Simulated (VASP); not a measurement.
Input of a VASP 6.6.1 run:

Contents of INCAR:

```
PREC = Accurate
ENCUT = 520
EDIFF = 1E-6
ISMEAR = 1
SIGMA = 0.05
LREAL = F
LASPH = T
NELM = 100
ALGO = Normal
ISIF = 2
LWAVE = F
LCHARG = F
GGA = CA
NBANDS = 24
```

Contents of KPOINTS:

```
regular mesh
0
Gamma
  6 6 6
```

File POSCAR:

```
TaBe2
1.0
    0.0000000000      3.2118624166      3.2118624166
    3.2118624166      0.0000000000      3.2118624166
    3.2118624166      3.2118624166      0.0000000000
Ta Be
2 4
Direct
    0.7500000000      0.7500000000      0.7500000000
    0.5000000000      0.5000000000      0.5000000000
    0.1250000000      0.6250000000      0.1250000000
    0.1250000000      0.1250000000      0.6250000000
    0.6250000000      0.1250000000      0.1250000000
    0.1250000000      0.1250000000      0.1250000000
```

Potentials or basis: VASP PAW LDA potentials, release 64 (Ta_pv, Be).

Run with:

```console
$ cat potpaw_LDA.64/Ta_pv/POTCAR potpaw_LDA.64/Be/POTCAR > POTCAR
$ mpirun -np 1 vasp_std > vasp.out
```

Problem. What does it give for the pressure?

Solution. 0.2 GPa.

Problem. Predict the band gap on the k mesh.

Solution. Zero (band 15 reaches 5.74 eV, above the bottom of band 16 at 4.27 eV).

Caveat: spin-orbit coupling is left out, which moves the levels of the heavy elements.
